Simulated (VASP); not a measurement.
Write the native input for VASP 6.6.1 that does the following.

```
Task                   : single point
Functional             : LDA
Potentials or basis    : VASP PAW LDA potentials, release 64 (Sn_d, Se)
Cutoff                 : 520 eV
k mesh                 : 8 × 8 × 8
Occupations            : gaussian, width 0.01 eV
Spin                   : no spin polarisation
Dipole correction      : no
Further INCAR settings : ALGO = Normal; EDIFF = 1e-06; NBANDS = 17
```

The structure of SnSe lies in POSCAR:

```
SnSe
1.0
    0.0000000000      2.8076193571      2.8076193571
    2.8076193571      0.0000000000      2.8076193571
    2.8076193571      2.8076193571      0.0000000000
Sn Se
1 1
Direct
    0.0000000000      0.0000000000      0.0000000000
    0.5000000000      0.5000000000      0.5000000000
```

One way to write it, as run:

INCAR

```
SYSTEM = SnSe
PREC     = Accurate       ! precision mode
ENCUT    = 520            ! plane-wave cutoff, eV
EDIFF    = 1E-6           ! SCF threshold, eV
ISMEAR   = 0              ! smearing method
SIGMA    = 0.01           ! smearing width, eV
LREAL    = .False.        ! projectors in reciprocal space
LASPH    = .True.         ! aspherical terms in the spheres
NELM     = 80             ! most SCF steps
ALGO     = Normal         ! electronic algorithm
ISIF     = 2              ! what is computed and relaxed
LWAVE    = .False.        ! write WAVECAR
LCHARG   = .False.        ! write CHGCAR
NBANDS   = 17             ! bands
```

KPOINTS

```
Automatic mesh
0
Gamma
  8 8 8
  0 0 0
```

Potentials or basis: VASP PAW LDA potentials, release 64 (Sn_d, Se).

Launch:

```bash
$ cat potpaw_LDA.64/Sn_d/POTCAR potpaw_LDA.64/Se/POTCAR > POTCAR
$ mpirun -np 1 vasp_std > vasp.out
```

Results of the run:

```
Pressure               : 12.3 GPa
Band gap on the k mesh : 0.54 eV, indirect (least direct gap 0.61 eV)
```

Caveat: spin-orbit coupling is left out, which moves the levels of the heavy elements.

It took 30 s on 1 thread of AMD EPYC 7R13 (shared host), peak memory 0.13 GiB.
